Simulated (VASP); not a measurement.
# TeP2 (P4/mmm) in VASP: further runs

Runs on TeP2. Level: PBE. Tasks: single point, relaxation of cell and atoms.

Everything below comes from runs of VASP 6.6.1. Logs are shortened: lines on timing, memory, paths and dates and some standing lists are left out, and cuts for length are marked.

## Step 1: The cell of the first run

The structure is tetragonal, space group P4/mmm (No. 123). Conventional cell: a = 3.695 Å, b = 3.695 Å, c = 5.035 Å, α = 90.00°, β = 90.00°, γ = 90.00°. Within 4.0 Å of Te (site symmetry 4/mmm) lie 8 P at 3.01 Å and 4 Te at 3.70 Å. Within 2.7 Å of P (site symmetry 4mm) lie 1 P at 2.07 Å.

The cell was built from a structure type or drawn by symmetry, and may not be a known phase.

## Step 2: Single point, PBE

INCAR

```
PREC = Accurate
ENCUT = 520
EDIFF = 1E-6
ISMEAR = 0
SIGMA = 0.1
LREAL = False
LASPH = True
NELM = 100
ALGO = Normal
ISIF = 2
LWAVE = False
LCHARG = False
GGA = PE
NBANDS = 15
```

KPOINTS

```
Automatic mesh
0
Gamma
  12 12 10
```

POSCAR

```
TeP2
1.0
    3.6952938399      0.0000000000      0.0000000000
    0.0000000000      3.6952938399      0.0000000000
    0.0000000000      0.0000000000      5.0349563405
Te P
1 2
Direct
    0.0000000000      0.0000000000      0.0000000000
    0.5000000000      0.5000000000      0.2949083858
    0.5000000000      0.5000000000      0.7050916142
```

Potentials or basis: VASP PAW PBE potentials, release 64 (Te, P).

Launch:

```console
$ cat potpaw_PBE.64/Te/POTCAR potpaw_PBE.64/P/POTCAR > POTCAR
$ mpirun -np 1 vasp_std > vasp.out
```

OUTCAR:

```text
PREC = Accurate
   ENCUT = 520
   EDIFF = 1E-6
   ISMEAR = 0
   LREAL = False
   LASPH = True
   NELM = 100
   ISIF = 2
   GGA = PE

 ion  position               nearest neighbor table
   1  0.000  0.000  0.000-   2 3.01   3 3.01   2 3.01   3 3.01   2 3.01   3 3.01   2 3.01   3 3.01

   2  0.500  0.500  0.295-   3 2.07   1 3.01   1 3.01   1 3.01   1 3.01
   3  0.500  0.500  0.705-   2 2.07   1 3.01   1 3.01   1 3.01   1 3.01

  LATTYP: Found a simple tetragonal cell.
 ALAT       =     3.6952938399
 C/A-ratio  =     1.3625320634

  Lattice vectors:

 A1 = (   3.6952938399,   0.0000000000,   0.0000000000)
 A2 = (   0.0000000000,   3.6952938399,   0.0000000000)
 A3 = (   0.0000000000,   0.0000000000,   5.0349563405)

Analysis of symmetry for initial positions (statically):
=====================================================================
 Subroutine PRICEL returns:
 Original cell was already a primitive cell.

 Routine SETGRP: Setting up the symmetry group for a
 simple tetragonal supercell.

 Subroutine GETGRP returns: Found 16 space group operations
 (whereof 16 operations were pure point group operations)
 out of a pool of 16 trial point group operations.

The static configuration has the point symmetry D_4h.

Analysis of symmetry for dynamics (positions and initial velocities):
=====================================================================
 Subroutine PRICEL returns:
 Original cell was already a primitive cell.

 Routine SETGRP: Setting up the symmetry group for a
 simple tetragonal supercell.

 Subroutine GETGRP returns: Found 16 space group operations
 (whereof 16 operations were pure point group operations)
 out of a pool of 16 trial point group operations.

The dynamic configuration has the point symmetry D_4h.

 Subroutine INISYM returns: Found 16 space group operations
 (whereof 16 operations are pure point group operations),
 and found     1 'primitive' translations

----------------------------------------------------------------------------------------

                                     Primitive cell

  volume of cell :      68.7533

  direct lattice vectors                    reciprocal lattice vectors
     3.695293840  0.000000000  0.000000000     0.270614474  0.000000000  0.000000000
     0.000000000  3.695293840  0.000000000     0.000000000  0.270614474  0.000000000
     0.000000000  0.000000000  5.034956340     0.000000000  0.000000000  0.198611454

  length of vectors
     3.695293840  3.695293840  5.034956340     0.270614474  0.270614474  0.198611454

  position of ions in fractional coordinates (direct lattice)
     0.000000000  0.000000000  0.000000000
     0.500000000  0.500000000  0.294908386
     0.500000000  0.500000000  0.705091614

  ion indices of the primitive-cell ions
   primitive index   ion index
                 1           1
                 2           2
                 3           3

----------------------------------------------------------------------------------------

 KPOINTS: Automatic mesh

Automatic generation of k-mesh.
 Grid dimensions read from file:
 generate k-points for:   12   12   10

 Generating k-lattice:

  Cartesian coordinates                     Fractional coordinates (reciprocal lattice)
     0.022551206  0.000000000  0.000000000     0.083333333  0.000000000  0.000000000
     0.000000000  0.022551206  0.000000000     0.000000000  0.083333333  0.000000000
     0.000000000  0.000000000  0.019861145     0.000000000  0.000000000  0.100000000

  Length of vectors
     0.022551206  0.022551206  0.019861145

  Shift w.r.t. Gamma in fractional coordinates (k-lattice)
     0.000000000  0.000000000  0.000000000

 Subroutine IBZKPT returns following result:
 ===========================================

 Found    168 irreducible k-points:

 Following reciprocal coordinates:
            Coordinates               Weight
  0.000000  0.000000  0.000000      1.000000
  0.083333  0.000000  0.000000      4.000000
  0.166667  0.000000  0.000000      4.000000
  0.250000  0.000000  0.000000      4.000000
  0.333333  0.000000  0.000000      4.000000
  0.416667  0.000000  0.000000      4.000000
[... 16 lines left out ...]
  0.333333  0.333333  0.000000      4.000000
  0.416667  0.333333  0.000000      8.000000
 [... further k-points ...]
   k-points           NKPTS =    168   k-points in BZ     NKDIM =    168   number of bands    NBANDS=     15
   number of dos      NEDOS =    301   number of ions     NIONS =      3
   total plane-waves  NPLWV =  31360
   dimension x,y,z NGX =    28 NGY =   28 NGZ =   40
   dimension x,y,z NGXF=    56 NGYF=   56 NGZF=   80
   ions per type =               1   2
   NGX,Y,Z   is equivalent  to a cutoff of  12.60, 12.60, 13.21 a.u.
   NGXF,Y,Z  is equivalent  to a cutoff of  25.19, 25.19, 26.41 a.u.
 SYSTEM =  unknown system
   PREC   = accura    normal or accurate (medium, high low for compatibility)
   ISTART =      0    job   : 0-new  1-cont  2-samecut
   ICHARG =      2    charge: 1-file 2-atom 10-const
   ISPIN  =      1    spin polarized calculation?
   LNONCOLLINEAR =      F non collinear calculations
   LSORBIT =      F    spin-orbit coupling
   LASPH  =      T    aspherical Exc in radial PAW
   ENCUT  =  520.0 eV  38.22 Ry    6.18 a.u.   6.87  6.87  9.36*2*pi/ulx,y,z
   NELM   =    100;   NELMIN=  2; NELMDL= -5     # of ELM steps
   EDIFF  = 0.1E-05   stopping-criterion for ELM
   LREAL  =      F    real-space projection
   EDIFFG = 0.1E-04   stopping-criterion for IOM
   NSW    =      0    number of steps for IOM
   IBRION =     -1    ionic relax: 0-MD 1-quasi-New 2-CG
   NFREE  =      0    steps in history (QN), initial steepest desc. (CG)
   ISIF   =      2    stress and relaxation
   ISYM   =      2    0-nonsym 1-usesym 2-fastsym
   POTIM  = 0.5000    time-step for ionic-motion
   TEBEG  =    0.0;   TEEND  =   0.0 temperature during run
   PSTRESS=    0.0 pullay stress
   NELECT =      16.0000    total number of electrons
   NUPDOWN=      -1.0000    fix difference up-down
   EMIN   =  10.00;   EMAX   =-10.00  energy-range for DOS
   EFERMI =   0.00;   METHOD = LEGACY
   ISMEAR =     0;   SIGMA  =   0.10  broadening in eV -4-tet -1-fermi 0-gaus
   EFERMI_NEDOS =   21; number of points for ismear=-14 and -15
   IALGO  =     38    algorithm
   IMIX   =      4    mixing-type and parameters
     AMIX     =   0.40;   BMIX     =  1.00
     AMIX_MAG =   1.60;   BMIX_MAG =  1.00
  volume/ion in A,a.u.               =      22.92       154.66
  Fermi-wavevector in a.u.,A,eV,Ry     =   1.006971  1.902899 13.796178  1.013990
  Thomas-Fermi vector in A             =   2.139747
   LORBIT       =      0    0 simple, 1 ext, 2 COOP (PROOUT), +10 PAW based schemes
   GGA     = PE    functional components
   LHFCALC =     F    Hartree Fock is set to
   AEXX    =    0.0000 exact exchange contribution
   IVDW    =     0    specifies the selected vdW correction
   LEPSILON=     F    determine dielectric tensor
   LRPA    =     F    only Hartree local field effects (RPA)
 non-spin polarized calculation
 Gauss-broadening in eV      SIGMA  =   0.10
  energy-cutoff  :      520.00
  volume of cell :       68.75
 maximum number of plane-waves:      1876
 NGX is ok and might be reduce to    28
   NGX = 13   NGY = 13   NGZ = 19

 number of electron      16.0000001 magnetization

 Free energy of the ion-electron system (eV)
  ---------------------------------------------------
  ext. energy  EPLUGINS =         0.00000000
  ---------------------------------------------------
  free energy    TOTEN  =       -12.30270623 eV

  energy without entropy =      -12.29346467  energy(sigma->0) =      -12.29808545

 E-fermi :   6.4723     XC(G=0):  -9.8036

 val. band max:        6.4698236822   @ k =   0.3333   0.0833   0.2000
 cond. band min:       6.4739684244   @ k =   0.4167   0.2500   0.5000
 fundamental gap:      0.0041447422
 Fermi energy:         6.4722945542

 k-point     1 :       0.0000    0.0000    0.0000
  band No.  band energies     occupation
      1      -7.8156      2.00000
      2      -3.8137      2.00000
      3      -1.8914      2.00000
      4       3.0282      2.00000
      5       3.2480      2.00000
      6       3.2480      2.00000
      7       6.7812      0.00001
      8       8.0774      0.00000
      9       8.0774      0.00000
     10       8.2298      0.00000
     11       8.2298      0.00000
     12       9.5017      0.00000
     13      10.3806      0.00000
     14      14.1898      0.00000
     15      14.4012      0.00000

 k-point     2 :       0.0833    0.0000    0.0000
  band No.  band energies     occupation
      1      -7.7529      2.00000
      2      -3.8429      2.00000
      3      -1.8358      2.00000
      4       2.2598      2.00000
      5       3.3133      2.00000
      6       3.8610      2.00000
      7       6.2547      1.99791
      8       7.9243      0.00000
      9       8.1052      0.00000
     10       8.1574      0.00000
     11       8.4861      0.00000
     12       9.8379      0.00000
     13      10.6428      0.00000
     14      14.2185      0.00000
     15      14.6290      0.00000

 k-point     3 :       0.1667    0.0000    0.0000
  band No.  band energies     occupation
      1      -7.5667      2.00000
      2      -3.9487      2.00000
      3      -1.6736      2.00000
      4       1.4095      2.00000
      5       3.5067      2.00000
      6       4.2843      2.00000
      7       5.3350      2.00000
      8       7.3795      0.00000
      9       7.9272      0.00000
     10       8.1835      0.00000
     11       9.0988      0.00000
     12      10.7019      0.00000
     13      11.1830      0.00000
     14      14.0367      0.00000
     15      14.1867      0.00000

 k-point     4 :       0.2500    0.0000    0.0000
  band No.  band energies     occupation
      1      -7.2637      2.00000
      2      -4.1741      2.00000
      3      -1.4208      2.00000
      4       0.7227      2.00000
      5       3.8207      2.00000
      6       4.3605      2.00000
      7       4.3956      2.00000
      8       7.0159      0.00000
      9       7.5249      0.00000
     10       8.2968      0.00000
     11       9.6502      0.00000
     12      11.2751      0.00000
     13      12.2782      0.00000
     14      13.3367      0.00000
     15      13.5173      0.00000
[... 307 lines left out ...]
 k-point    22 :       0.5000    0.2500    0.0000
  band No.  band energies     occupation
      1      -5.7832      2.00000
      2      -4.8950      2.00000
      3      -0.4328      2.00000
      4       0.2318      2.00000
      5       1.9609      2.00000
      6       2.7453      2.00000
      7       3.3704      2.00000
      8       6.0164      2.00000
      9       6.9774      0.00000
     10       7.3901      0.00000
     11       8.3008      0.00000
     12      12.6865      0.00000
     13      13.6339      0.00000
     14      14.4659      0.00000
     15      14.8551      0.00000

 k-point    23 :       0.3333    0.3333    0.0000
  band No.  band energies     occupation
      1      -6.0748      2.00000
      2      -4.4511      2.00000
      3      -0.5309      2.00000
      4       0.8060      2.00000
      5       0.8712      2.00000
      6       2.8415      2.00000
      7       3.9714      2.00000
      8       6.1973      1.99990
      9       6.6873      0.00237
     10       6.8096      0.00000
     11       8.3576      0.00000
     12      12.2545      0.00000
     13      14.1910      0.00000
     14      14.8409      0.00000
     15      15.6072      0.00000

 k-point    24 :       0.4167    0.3333    0.0000
  band No.  band energies     occupation
      1      -5.7651      2.00000
      2      -4.5393      2.00000
      3      -0.3466      2.00000
      4       0.4317      2.00000
      5       1.0386      2.00000
      6       2.3104      2.00000
      7       3.9161      2.00000
      8       6.2013      1.99987
      9       6.3462      1.92554
     10       6.8904      0.00000
     11       7.6422      0.00000
     12      12.1086      0.00000
     13      14.6630      0.00000
     14      14.9104      0.00000
     15      15.9645      0.00000

 [... further k-points ...]

------------------------ aborting loop because EDIFF is reached ----------------------------------------

  FORCE on cell =-STRESS in cart. coord.  units (eV):
  Direction    XX          YY          ZZ          XY          YZ          ZX
  --------------------------------------------------------------------------------------
  -------------------------------------------------------------------------------------
  Total       -0.0326026     -0.0326026     -0.1386450      0.0000000     -0.0000000      0.0000000
  in kB       -0.7597468     -0.7597468     -3.2308824      0.0000000     -0.0000000      0.0000000
  external PRESSURE =      -1.5834587 kB  Pullay stress =       0.0000000 kB

 VOLUME and BASIS-vectors are now :
 -----------------------------------------------------------------------------
  energy-cutoff  :      520.00
  volume of cell :       68.75
      direct lattice vectors                 reciprocal lattice vectors
     3.695293840  0.000000000  0.000000000     0.270614474  0.000000000  0.000000000
     0.000000000  3.695293840  0.000000000     0.000000000  0.270614474  0.000000000
     0.000000000  0.000000000  5.034956340     0.000000000  0.000000000  0.198611454

 POSITION                                       TOTAL-FORCE (eV/Angst)
 -----------------------------------------------------------------------------------
      0.00000      0.00000      0.00000         0.000000      0.000000      0.000000
      1.84765      1.84765      1.48485         0.000000      0.000000      0.048116
      1.84765      1.84765      3.55011         0.000000     -0.000000     -0.048116
 -----------------------------------------------------------------------------------
    total drift:                               -0.000000      0.000000      0.000000

  FREE ENERGIE OF THE ION-ELECTRON SYSTEM (eV)
  ---------------------------------------------------
  free  energy   TOTEN  =       -12.3027062350 eV

  energy  without entropy=      -12.2934646742  energy(sigma->0) =      -12.29808545
```

Wall time 66 s (1 thread of AMD EPYC 9R45 (Zen 5), shared host); peak memory 0.27 GiB.

What came out:

| Item | Value |
| --- | --- |
| Free energy | -12.3027 eV |
| Pressure | -0.2 GPa |
| Largest force | 0.048 eV/Å |
| Band gap on the k mesh | zero (bands 8 and 9 overlap by 3.69 eV) |

Forces on the atoms (eV/Å):
```
Te   0.000  0.000  0.000
P    0.000  0.000  0.048
P    0.000  0.000 -0.048
```

Stress tensor (GPa, compression positive):
```
-0.08  0.00  0.00
 0.00 -0.08  0.00
 0.00  0.00 -0.32
```

Caveat: spin-orbit coupling is left out, which moves the levels of the heavy elements.

(Continued in part 2 of 2.)
